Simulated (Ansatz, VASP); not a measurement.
**Two plane-wave programs on GeSbTe3**

INCAR

```
  PREC = Accurate
  ENCUT = 600
  EDIFF = 1E-7
  ISMEAR = 0
  SIGMA = 0.1
  LREAL = F
  LASPH = T
  NELM = 80
  ALGO = Normal
  ISIF = 3
  LWAVE = F
  LCHARG = F
  GGA = PE
  IBRION = 2
  NSW = 90
  EDIFFG = -0.04
```

The input KPOINTS:

```
regular mesh
0
Gamma
  4 4 2
```

Contents of POSCAR:

```
GeSbTe3
1.0
    4.1538039500      0.0000000000      0.0000000000
    0.0000000000      5.8058455900      0.0000000000
    0.0000000000      0.0000000000      7.5463139100
Ge Sb Te
1 1 3
Direct
    0.0000000000      0.5000000000      0.0000000000
    0.5000000000      0.0000000000      0.0000000000
    0.5000000000      0.0000000000      0.2865190000
    0.5000000000      0.0000000000      0.7134810000
    0.0000000000      0.5000000000      0.5000000000
```

Input for Ansatz:

```yaml
crystal:
  lattice:
    - [4.15380395, 0.0, 0.0]
    - [0.0, 5.80584559, 0.0]
    - [0.0, 0.0, 7.54631391]
  atoms:
    - { symbol: Ge, position: [0.0, 0.5, 0.0] }
    - { symbol: Sb, position: [0.5, 0.0, 0.0] }
    - { symbol: Te, position: [0.5, 0.0, 0.286519] }
    - { symbol: Te, position: [0.5, 0.0, 0.713481] }
    - { symbol: Te, position: [0.0, 0.5, 0.5] }
basis:
  ecutwfc: 420
kpoints:
  mp_grid: { grid: [4, 4, 2] }
hamiltonian:
  xc: pbe
scf:
  occupations: { method: gaussian, width: 0.1 }
  lower_state_search: "off"
output:
  forces: true
  stress: true
  eigenvalues: true
relax:
  adjacent_minimum: "off"
  f_tol: 0.04
  max_steps: 70
  cell: { stress_tol: 0.4 }
```

Alike in both runs: task relaxation of cell and atoms; functional PBE; k mesh 4 × 4 × 2; occupations gaussian, width 0.1 eV; no spin polarisation.

```csv
,VASP,Ansatz
version,VASP 6.6.1,Ansatz 0.2.0
potentials or method,"VASP PAW PBE potentials, release 64 (Ge_d, Sb, Te), cutoff 600 eV","scalar-relativistic, plane waves, PAW"
valence electrons in the cell,37,77
```

```tsv
	VASP	Ansatz	Ansatz less VASP
gap on the k mesh at the Fermi level, each at its own relaxed structure (eV)	none	none	-
relaxed volume (Å³/atom)	30.94	30.90	-0.037
relaxed length of the cell vector where the two differ most in proportion (Å)	8.867	8.809	-0.0584
```

A gap of «none» marks a metal or a gap that the smearing closes. VASP's potentials hold 37 valence electrons a cell and Ansatz's 77, so a difference there can come from the potentials and not from the codes.

The k mesh is coarse, so the values compare programs but aren't converged. Spin-orbit coupling is off throughout. Noted on VASP's run: the volume moved by over 15 % at a fixed basis, so the end points are rough; too few bands were computed for a metal, which touches its energy and stress.
